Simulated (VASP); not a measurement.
ZrS2: single point with PBE

The system is ZrS2.

```
CELL_PARAMETERS angstrom
3.67436 0.00000 0.00000
-1.83718 3.18209 0.00000
0.00000 0.00000 5.85714
ATOMIC_POSITIONS crystal
Zr 0.00000 0.00000 0.00000
S 0.66667 0.33333 0.75376
S 0.33333 0.66667 0.24624
```

```
Program                : VASP 6.6.1
Task                   : single point
Functional             : PBE
Potentials or basis    : VASP PAW PBE potentials, release 64 (Zr_sv, S)
Cutoff                 : 500 eV
k mesh                 : 6 × 6 × 2
Occupations            : gaussian, width 0.01 eV
Spin                   : no spin polarisation
Dipole correction      : no
Further INCAR settings : ALGO = Normal; EDIFF = 1e-06; NBANDS = 19
```

* Pressure: 1.4 GPa
* Largest force: 0.030 eV/Å
* Band gap on the k mesh: 0.88 eV (least direct gap 1.50 eV)

Forces on the atoms (eV/Å):
```
Zr   0.000  0.000  0.000
S    0.000  0.000 -0.030
S    0.000  0.000  0.030
```

Stress tensor (GPa, compression positive):
```
1.09 0.00 0.00
0.00 1.09 0.00
0.00 0.00 2.00
```

Levels at points of the mesh, in eV from the valence-band top:
| k point | band 10 | band 11 | band 12 | band 13 | band 14 | band 15 |
| --- | --- | --- | --- | --- | --- | --- |
| (0.00, 0.00, 0.00) | -0.17 | -0.17 | 0.00 | 1.50 | 1.50 | 2.31 |
| (0.50, 0.00, 0.00) | -2.52 | -1.89 | -1.31 | 1.06 | 3.19 | 3.47 |
| (0.00, 0.00, 0.50) | -1.82 | -0.31 | -0.31 | 1.46 | 1.46 | 2.64 |
| (0.50, 0.00, 0.50) | -2.32 | -1.03 | -0.81 | 0.88 | 3.18 | 3.47 |

It took 30 s on 1 thread of Intel Xeon 8259CL, on a shared host, peak memory 0.18 GiB.

Caveat: the k points lie up to 0.54 Å⁻¹ apart; this functional lacks dispersion, which binds the layers, so the pressure and a relaxed spacing across them are unreliable. A k mesh can miss the band edges.
